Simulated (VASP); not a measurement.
# NbSiO4 (F-43m) in VASP: a series of runs, part 2 of 2

VASP 6.6.1.

## (4) Single point, PBE, collinear spin, ferromagnetic start

INCAR

```
SYSTEM = NbSiO4
PREC     = Accurate       ! precision mode
ENCUT    = 520            ! plane-wave cutoff, eV
EDIFF    = 1E-6           ! SCF threshold, eV
ISMEAR   = 0              ! smearing method
SIGMA    = 0.1            ! smearing width, eV
LREAL    = .FALSE.        ! projectors in reciprocal space
LASPH    = .TRUE.         ! aspherical terms in the spheres
NELM     = 150            ! most SCF steps
ALGO     = Normal         ! electronic algorithm
ISIF     = 2              ! what is computed and relaxed
LWAVE    = .FALSE.        ! write WAVECAR
LCHARG   = .FALSE.        ! write CHGCAR
ISPIN    = 2              ! spin polarisation
MAGMOM   = 0 0 0.59 0.59 0.59 0.59 ! initial moments
LORBIT   = 11             ! projections on sites
LMAXMIX  = 4              ! l up to which the mixer works
GGA      = PE             ! functional
NBANDS   = 34             ! bands
```

KPOINTS

```
Automatic mesh
0
G
  10 10 10
  0 0 0
```

POSCAR

```
NbSiO4
1.0
    0.0000000000      3.1236122783      3.1236122783
    3.1236122783      0.0000000000      3.1236122783
    3.1236122783      3.1236122783      0.0000000000
Nb Si O
1 1 4
Direct
    0.2500000000      0.2500000000      0.2500000000
    0.0000000000      0.0000000000      0.0000000000
    0.6245659851      0.6245659851      0.1263020448
    0.6245659851      0.1263020448      0.6245659851
    0.1263020448      0.6245659851      0.6245659851
    0.6245659851      0.6245659851      0.6245659851
```

The run is started by

```console
$ cat potpaw_PBE.64/Nb_sv/POTCAR potpaw_PBE.64/Si/POTCAR potpaw_PBE.64/O/POTCAR > POTCAR
$ mpirun -np 1 vasp_std > vasp.out
```

Wall time 6.5 min (1 thread of AMD EPYC 7R43 (Zen 3), shared host); peak memory 0.3 GiB.

Results (log left out):

```
Free energy                                           : -31.6743 eV
Pressure                                              : -0.2 GPa
Net moment                                            : 2.47 μB per cell
Site moments                                          : Nb +0.06; Si +0.02; O +0.53 μB
Valence electrons inside the program's atomic spheres : Nb 10.30; Si 1.49; O 4.77
```

Levels at points of the mesh, in eV from the Fermi level:
Spin up:
```tsv
k point	band 18	band 19	band 20	band 21	band 22	band 23	band 24	band 25	band 26	band 27
(0.00, 0.00, 0.00)	-0.69	-0.59	-0.59	-0.59	0.53	0.53	0.53	2.58	2.58	4.65
(0.50, 0.00, 0.00)	-2.71	-0.55	-0.10	-0.10	0.60	0.60	1.18	1.93	1.93	2.08
(0.50, 0.50, 0.00)	-2.99	-1.30	-0.61	-0.61	0.07	0.07	0.16	1.99	2.50	3.19
```
Spin down:
```csv
k point,band 15,band 16,band 17,band 18,band 19,band 20,band 21,band 22,band 23,band 24
"(0.00, 0.00, 0.00)",-5.16,-0.22,-0.22,-0.22,0.14,0.14,0.14,2.07,2.07,2.07
"(0.50, 0.00, 0.00)",-2.70,-2.70,-2.33,-1.15,0.18,0.80,0.80,1.46,1.54,1.54
"(0.50, 0.50, 0.00)",-2.43,-2.39,-2.28,-2.28,-0.68,-0.26,-0.26,0.26,1.56,1.56
```

## (5) Relaxation of cell and atoms, PBE, collinear spin, ferromagnetic start

This run uses another cell than the first one, of 10.67 Å³/atom.

INCAR

```
SYSTEM = NbSiO4
ALGO = Normal ; EDIFF = 1E-6
EDIFFG = -0.04 ; ENCUT = 600
GGA = PE ; IBRION = 2
ISIF = 3 ; ISMEAR = 0
ISPIN = 2 ; LASPH = .TRUE.
LCHARG = .FALSE. ; LMAXMIX = 4
LORBIT = 11 ; LREAL = .FALSE.
LWAVE = .FALSE. ; MAGMOM = 0.11 0.05 0.59 0.59 0.59 0.59
NELM = 150 ; NSW = 90
PREC = Accurate ; SIGMA = 0.1
```

KPOINTS

```
k-points
0
G
  6 6 6
  0 0 0
```

POSCAR

```
NbSiO4
1.0
    0.0000000000      3.1754489800      3.1754489800
    3.1754489800      0.0000000000      3.1754489800
    3.1754489800      3.1754489800      0.0000000000
Nb Si O
1 1 4
Direct
    0.7500000000      0.7500000000      0.7500000000
    0.0000000000      0.0000000000      0.0000000000
    0.8773100100      0.3742300000      0.3742300000
    0.3742300000      0.3742300000      0.3742300000
    0.3742300000      0.8773100100      0.3742300000
    0.3742300000      0.3742300000      0.8773100100
```

Potentials or basis: VASP PAW PBE potentials, release 64 (Nb_sv, Si, O).

The run is started by

```console
$ cat potpaw_PBE.64/Nb_sv/POTCAR potpaw_PBE.64/Si/POTCAR potpaw_PBE.64/O/POTCAR > POTCAR
$ mpirun -np 1 vasp_std > vasp.out
```

OUTCAR:

```text
SYSTEM = NbSiO4
   EDIFF = 1E-6
   EDIFFG = -0.04
   ENCUT = 600
   GGA = PE
   IBRION = 2
   ISIF = 3
   ISMEAR = 0
   ISPIN = 2
   LASPH = .TRUE.
   LORBIT = 11
   LREAL = .FALSE.
   NELM = 150
   NSW = 90
   PREC = Accurate

 ion  position               nearest neighbor table
   1  0.750  0.750  0.750-   2 2.75   2 2.75   2 2.75   2 2.75
   2  0.000  0.000  0.000-   1 2.75   1 2.75   1 2.75   1 2.75
   3  0.877  0.374  0.374-
   4  0.374  0.374  0.374-
   5  0.374  0.877  0.374-
   6  0.374  0.374  0.877-

  LATTYP: Found a face centered cubic cell.
 ALAT       =     6.3508979600

  Lattice vectors:

 A1 = (   0.0000000000,   3.1754489800,   3.1754489800)
 A2 = (   3.1754489800,   0.0000000000,   3.1754489800)
 A3 = (   3.1754489800,   3.1754489800,   0.0000000000)

Analysis of symmetry for initial positions (statically):
=====================================================================
 Subroutine PRICEL returns:
 Original cell was already a primitive cell.

 Routine SETGRP: Setting up the symmetry group for a
 face centered cubic supercell.

 Subroutine GETGRP returns: Found 24 space group operations
 (whereof 24 operations were pure point group operations)
 out of a pool of 48 trial point group operations.

The static configuration has the point symmetry T_d .
[... 333 lines left out ...]
--------------------------------------- Ionic step        5  -------------------------------------------

 number of electron      41.0000002 magnetization       2.3916250

 Free energy of the ion-electron system (eV)
  ---------------------------------------------------
  ext. energy  EPLUGINS =         0.00000000
  ---------------------------------------------------
  free energy    TOTEN  =       -31.69248695 eV

  energy without entropy =      -31.66653483  energy(sigma->0) =      -31.67951089

 E-fermi :   7.8248     XC(G=0): -12.2122

 val. band max:        7.7980874788   @ k =   0.3333   0.1667   0.0000
 cond. band min:       7.8437755765   @ k =   0.5000   0.3333   0.0000
 fundamental gap:      0.0456880977
 Fermi energy:         7.8248227373

 spin component 1

 k-point     1 :       0.0000    0.0000    0.0000
  band No.  band energies     occupation
      1     -48.2764      1.00000
      2     -24.2508      1.00000
      3     -24.2508      1.00000
      4     -24.2508      1.00000
      5     -13.0437      1.00000
      6      -9.2521      1.00000
[... 437 lines left out ...]
     24       8.9187      0.00000
     25      10.0894      0.00000
 Fermi energy:         7.8248227373

 spin component 2

 k-point     1 :       0.0000    0.0000    0.0000
  band No.  band energies     occupation
      1     -48.1968      1.00000
      2     -24.1613      1.00000
      3     -24.1613      1.00000
      4     -24.1613      1.00000
      5     -12.2437      1.00000
      6      -8.2966      1.00000
[... 470 lines left out ...]
  FREE ENERGIE OF THE ION-ELECTRON SYSTEM (eV)
  ---------------------------------------------------
  free  energy   TOTEN  =       -31.6924869465 eV

  energy  without entropy=      -31.6665348269  energy(sigma->0) =      -31.67951089

 reached required accuracy - stopping structural energy minimisation

 total charge

# of ion       s       p       d       tot
------------------------------------------
    1        2.117   5.974   2.212  10.304
    2        0.922   0.573   0.000   1.495
    3        1.632   3.139   0.000   4.771
    4        1.632   3.139   0.000   4.771
    5        1.632   3.139   0.000   4.771
    6        1.632   3.139   0.000   4.771
--------------------------------------------------
tot          9.567  19.103   2.212  30.882

 magnetization (x)

# of ion       s       p       d       tot
------------------------------------------
    1       -0.003  -0.000   0.116   0.113
    2        0.007   0.025   0.000   0.032
    3        0.005   0.487   0.000   0.492
    4        0.005   0.487   0.000   0.492
    5        0.005   0.487   0.000   0.492
    6        0.005   0.487   0.000   0.492
--------------------------------------------------
tot          0.025   1.972   0.116   2.112
```

OSZICAR:

```text
N       E                     dE             d eps       ncg     rms          rms(c)
DAV:   1     0.383884587620E+03    0.38388E+03   -0.24416E+04  1600   0.178E+03
DAV:   2    -0.429173488065E+01   -0.38818E+03   -0.38165E+03  1934   0.518E+02
[... 57 lines left out ...]
DAV:   2    -0.316925347109E+02   -0.64262E-03   -0.74184E-03  1932   0.723E-01    0.917E-02
DAV:   3    -0.316925285876E+02    0.61233E-05   -0.84946E-04  2785   0.166E-01    0.669E-02
DAV:   4    -0.316924911386E+02    0.37449E-04   -0.20867E-04  2119   0.765E-02    0.263E-02
DAV:   5    -0.316924855624E+02    0.55762E-05   -0.35858E-05  2630   0.510E-02    0.138E-02
DAV:   6    -0.316924872989E+02   -0.17365E-05   -0.57572E-06  2123   0.184E-02    0.661E-03
DAV:   7    -0.316924869465E+02    0.35244E-06   -0.95682E-07  1010   0.816E-03
   5 F= -.31692487E+02 E0= -.31679511E+02  d E =-.647785E-03  mag=     2.3918
```

It took 6.9 min on 1 thread of AMD EPYC 7R43 (Zen 3), shared host; peak memory 0.25 GiB.

Results:

```
Free energy                                           : -31.6925 eV
Relaxed volume                                        : 10.13 Å³/atom
Relaxed cell                                          : a = 4.413 Å, b = 4.413 Å, c = 4.413 Å, α = 60.00°, β = 60.00°, γ = 60.00°
Space group after relaxing (to 0.1 Å)                 : F-43m (No. 216)
Energy gained by relaxing                             : 14.9 meV/atom
Ionic steps                                           : 5
Pressure after relaxing                               : -0.1 GPa
Net moment                                            : 2.39 μB per cell
Site moments                                          : Nb +0.11; Si +0.03; O +0.49 μB
Valence electrons inside the program's atomic spheres : Nb 10.30; Si 1.50; O 4.77
```

Forces on the atoms (eV/Å):
```
Nb   0.000  0.000  0.000
Si   0.000  0.000  0.000
O   -0.001  0.001  0.001
O   -0.001 -0.001 -0.001
O    0.001 -0.001  0.001
O    0.001  0.001 -0.001
```

The path:
| step | energy change (eV) | largest force (eV/Å) | pressure (GPa) | volume (Å³) |
| --- | --- | --- | --- | --- |
| 1 | 0.0000 | 0.2689 | -7.35 | 64.04 |
| 2 | -0.0789 | 0.0079 | 3.11 | 59.61 |
| 3 | -0.0889 | 0.0835 | 0.20 | 60.64 |
| 4 | -0.0888 | 0.0881 | 0.04 | 60.71 |
| 5 | -0.0895 | 0.0026 | -0.11 | 60.77 |

Final structure:
```cif
data_structure
_symmetry_space_group_name_H-M 'P 1'
_symmetry_Int_Tables_number 1
_cell_length_a 4.4129
_cell_length_b 4.4129
_cell_length_c 4.4129
_cell_angle_alpha 60.000
_cell_angle_beta 60.000
_cell_angle_gamma 60.000
_cell_volume 60.77
loop_
_atom_site_label
_atom_site_type_symbol
_atom_site_fract_x
_atom_site_fract_y
_atom_site_fract_z
_atom_site_occupancy
Nb1 Nb 0.75000 0.75000 0.75000 1
Si1 Si 0.00000 0.00000 0.00000 1
O1 O 0.87360 0.37547 0.37547 1
O2 O 0.37547 0.37547 0.37547 1
O3 O 0.37547 0.87360 0.37547 1
O4 O 0.37547 0.37547 0.87360 1
```

## (6) The runs side by side

```tsv
task	cell	k mesh	cutoff (eV)	gap on the mesh (eV)	pressure (GPa)	moment (μB)
single point	a = 4.415 Å, angles 60.0°, 6 atoms, atomic positions A	6 × 6 × 6	520	none	-0.2	2.39
single point	a = 4.491 Å, angles 60.0°, 6 atoms, atomic positions B	6 × 6 × 6	520	none	-7.3	2.64
single point	a = 4.417 Å, angles 60.0°, 6 atoms, atomic positions A	10 × 10 × 10	520	none	-0.2	2.47
relaxation of cell and atoms	relaxed from a = 4.491 Å, angles 60.0°, 6 atoms, atomic positions B	6 × 6 × 6	600	none	-0.1	2.39
```

Alike in all rows: level PBE; potentials or basis VASP PAW PBE potentials, release 64 (Nb_sv, Si, O); spin collinear, ferromagnetic start; smearing gaussian 0.1 eV.

Caveats: the cell stands under tension (at least some runs).

Total energies depend on the potentials used, so only differences within one code and one set of settings carry meaning.
